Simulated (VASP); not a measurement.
Set up this calculation in VASP 6.6.1, as the native input.

```yaml
Task: single point
Functional: PBE
Potentials_or_basis: VASP PAW PBE potentials, release 64 (Be, S)
Cutoff: 520 eV
k_mesh: 12 × 12 × 12
Occupations: gaussian, width 0.1 eV
Spin: no spin polarisation
Dipole_correction: no
Further_INCAR_settings: ALGO = Normal; EDIFF = 1e-06; NBANDS = 17
```

The structure of Be3S2 lies in POSCAR:

```
Be3S2
1.0
   -1.6886179465      3.8732646308      3.0718752425
    1.6886179465     -3.8732646308      3.0718752425
    1.6886179465      3.8732646308     -3.0718752425
Be S
3 2
Direct
    0.5305478945      0.0305478945      0.5000000000
    0.2463261860      0.4083546760      0.8379715100
    0.5703831661      0.4083546760      0.1620284900
    0.8305627514      0.0760531876      0.7545095638
    0.3215436238      0.0760531876      0.2454904362
```

The cell was built from a structure type or drawn by symmetry, and may not be a known phase.

The input as run:

INCAR

```
PREC = Accurate
ENCUT = 520
EDIFF = 1E-6
ISMEAR = 0
SIGMA = 0.1
LREAL = False
LASPH = True
NELM = 80
ALGO = Normal
ISIF = 2
LWAVE = False
LCHARG = False
GGA = PE
NBANDS = 17
```

KPOINTS

```
regular mesh
0
Gamma
  12 12 12
```

Potentials or basis: VASP PAW PBE potentials, release 64 (Be, S).

Command:

```sh
$ cat potpaw_PBE.64/Be/POTCAR potpaw_PBE.64/S/POTCAR > POTCAR
$ mpirun -np 1 vasp_std > vasp.out
```

Results of the run:

* Pressure: 0.0 GPa
* Largest force: 0.003 eV/Å
* Band gap on the k mesh: zero (bands 9 and 10 overlap by 0.32 eV)

Caveat: semilocal functionals underestimate gaps, so a narrow gap can read as zero.

Wall time 7.5 min on 1 thread of Intel(R) Xeon(R) Platinum 8375C CPU @ 2.90GHz (Ice Lake) (shared host), peak memory 0.46 GiB.
